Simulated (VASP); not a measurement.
Here is a VASP 6.6.1 calculation.

File INCAR:

```
SYSTEM = TiAl
PREC = Accurate ; ENCUT = 520
EDIFF = 1E-6 ; ISMEAR = -1
SIGMA = 0.05 ; LREAL = .False.
LASPH = .True. ; NELM = 80
ALGO = Normal ; ISIF = 2
LWAVE = .False. ; LCHARG = .True.
GGA = PS ; LELF = .True.
LVHAR = .True. ; NBANDS = 14
```

Contents of KPOINTS:

```
Automatic mesh
0
Gamma
  8 8 8
  0 0 0
```

File POSCAR:

```
TiAl
1.0
    3.0810519071      0.0000000000      0.0000000000
    0.0000000000      3.0810519071      0.0000000000
    0.0000000000      0.0000000000      3.0810519071
Ti Al
1 1
Direct
    0.0000000000      0.0000000000      0.0000000000
    0.5000000000      0.5000000000      0.5000000000
```

Potentials or basis: VASP PAW PBE potentials, release 64 (Ti_sv, Al).

Run with:

```bash
$ cat potpaw_PBE.64/Ti_sv/POTCAR potpaw_PBE.64/Al/POTCAR > POTCAR
$ mpirun -np 1 vasp_std > vasp.out
```

(1) What does it give for the pressure?

## Answers

(1) 10.0 GPa.

Caveat: the PAW data sets were made with another functional, which shifts forces and pressure a little.
